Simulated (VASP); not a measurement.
Pd, 16 atoms in the cell. The cell holds a slab with vacuum, 16 atoms: a = 5.501 Å, b = 5.501 Å, c = 22.834 Å, α = 90.00°, β = 90.00°, γ = 90.00°. 

- Program: VASP 6.6.1
- Task: single point
- Functional: PBE
- Dispersion: D3(BJ)
- Potentials or basis: VASP PAW PBE potentials, release 64 (Pd)
- Cutoff: 520 eV
- k mesh: 5 × 5 × 1
- Occupations: gaussian, width 0.1 eV
- Spin: no spin polarisation
- Dipole correction: yes
- Further INCAR settings: LREAL = Auto; ALGO = Normal; EDIFF = 1e-06; NBANDS = 94

Potentials or basis: VASP PAW PBE potentials, release 64 (Pd).

The run is started by

```console
$ cat potpaw_PBE.64/Pd/POTCAR > POTCAR
$ mpirun -np 1 vasp_std > vasp.out
```

Hardware: 1 thread of Intel(R) Xeon(R) Platinum 8259CL CPU @ 2.50GHz (Skylake/Cascade Lake) (shared host).

**Question.** How long does it take, and how much memory?

**Answer.** Wall time 16 min on 1 thread of Intel(R) Xeon(R) Platinum 8259CL CPU @ 2.50GHz (Skylake/Cascade Lake), with other jobs on the host, peak memory 0.74 GiB. Counts: scf iterations 30, k points 6.
